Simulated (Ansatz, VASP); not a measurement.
**GeSbTe3 in VASP and in Ansatz**

```
Ge Sb Te
1.0
     2.07746    1.19942   10.40057
    -2.07746    1.19942   10.40057
     0.00000   -2.39885   10.40057
Ge Sb Te
1 1 3
Direct
  0.59983 0.59983 0.59983
  0.39544 0.39544 0.39544
  0.99913 0.99913 0.99913
  0.78743 0.78743 0.78743
  0.21817 0.21817 0.21817
```

Alike in both runs: task single point; functional PBE; k mesh 12 × 12 × 12; occupations gaussian, width 0.1 eV; no spin polarisation.

|  | VASP | Ansatz |
| --- | --- | --- |
| version | VASP 6.6.1 | Ansatz 0.2.0 |
| potentials or method | VASP PAW PBE potentials, release 64 (Ge_d, Sb, Te), cutoff 520 eV | scalar-relativistic, plane waves, PAW |
| valence electrons in the cell | 37 | 77 |

Ansatz gave:

| Item | Value |
| --- | --- |
| gap on the k mesh at the Fermi level (eV) | none |
| pressure (GPa) | 0.0 |
| rms of the force components (eV/Å) | 0.001 |

Task: Which values does VASP return?

Result: gap on the k mesh at the Fermi level (eV): none; pressure (GPa): 0.0; rms of the force components (eV/Å): 0.007.

Atom by atom the forces differ by 0.007 eV/Å (rms over components). A gap of «none» marks a metal or a gap that the smearing closes. With one functional, cell and mesh, what is left measures potentials, basis and numerics. VASP's potentials hold 37 valence electrons a cell and Ansatz's 77, so a difference there can come from the potentials and not from the codes.

Spin-orbit coupling is off throughout.
